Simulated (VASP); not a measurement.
Write the native input for VASP 6.6.1 that does the following.

```yaml
Task: single point
Functional: PBEsol
Potentials_or_basis: VASP PAW PBE potentials, release 64 (Te)
Cutoff: 520 eV
k_mesh: 7 × 7 × 5
Occupations: fermi-dirac, width 0.05 eV
Spin: no spin polarisation
Dipole_correction: no
Further_INCAR_settings: ALGO = Normal; EDIFF = 1e-06; NBANDS = 16
```

The structure of Te lies in POSCAR:

```
Te
1.0
    3.8705621598     -2.1764716655      0.0000000000
    3.8705621598      2.1764716655      0.0000000000
   -0.0955316789      0.0000000000      6.0547324433
Te
3
Direct
    0.0000000000      0.0000000000      0.0000000000
    0.3094466100      0.3094466100      0.3388094900
    0.6905533900      0.6905533900      0.6611905100
```

These files were run (other wordings do the same):

INCAR

```
SYSTEM = Te
PREC = Accurate
ENCUT = 520
EDIFF = 1E-6
ISMEAR = -1
SIGMA = 0.05
LREAL = .FALSE.
LASPH = .TRUE.
NELM = 100
ALGO = Normal
ISIF = 2
LWAVE = .FALSE.
LCHARG = .FALSE.
GGA = PS
NBANDS = 16
```

KPOINTS

```
Automatic mesh
0
G
  7 7 5
  0 0 0
```

Potentials or basis: VASP PAW PBE potentials, release 64 (Te).

Launch:

```bash
$ cat potpaw_PBE.64/Te/POTCAR > POTCAR
$ mpirun -np 1 vasp_std > vasp.out
```

Results of the run:

```yaml
Pressure: -3.5 GPa
Largest_force: 0.011 eV/Å
Band_gap_on_the_k_mesh: 0.07 eV (least direct gap 0.20 eV)
```

Caveat: the cell stands under tension; the PAW data sets were made with another functional, which shifts forces and pressure a little; spin-orbit coupling is left out, which moves the levels of the heavy elements; an odd mesh through Γ misses points on the zone boundary, where band edges can lie.

It took 45 s on 1 thread of Intel(R) Xeon(R) 6975P-C (Granite Rapids), on a shared host, peak memory 0.28 GiB.
